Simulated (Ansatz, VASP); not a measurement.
## Bi2Te3 in VASP and in Ansatz

```
CELL_PARAMETERS angstrom
2.17106 1.25346 9.77805
-2.17106 1.25346 9.77805
0.00000 -2.50692 9.77805
ATOMIC_POSITIONS crystal
Bi 0.18800 0.18800 0.18800
Bi 0.59800 0.59800 0.59800
Te 0.38900 0.38900 0.38900
Te 0.80000 0.80000 0.80000
Te 0.00000 0.00000 0.00000
```

Alike in both runs: task single point; functional PBE; k mesh 6 × 6 × 6; occupations fermi-dirac, width 0.05 eV; no spin polarisation.

|  | VASP | Ansatz |
| --- | --- | --- |
| version | VASP 6.6.1 | Ansatz 0.2.0 |
| potentials or method | VASP PAW PBE potentials, release 64 (Bi_d, Te), cutoff 520 eV | plane waves, PAW |
| valence electrons in the cell | 48 | 78 |

VASP gave:

```
pressure (GPa)                                                : 4.7
traceless stress, the component that is largest in VASP (GPa) : -0.56
```

Problem. What did Ansatz give for the same quantities?

Solution. Pressure (GPa): 4.7; traceless stress, the component that is largest in VASP (GPa): -0.55.

VASP's potentials hold 48 valence electrons a cell and Ansatz's 78, so a difference there can come from the potentials and not from the codes.

Spin-orbit coupling is off throughout.
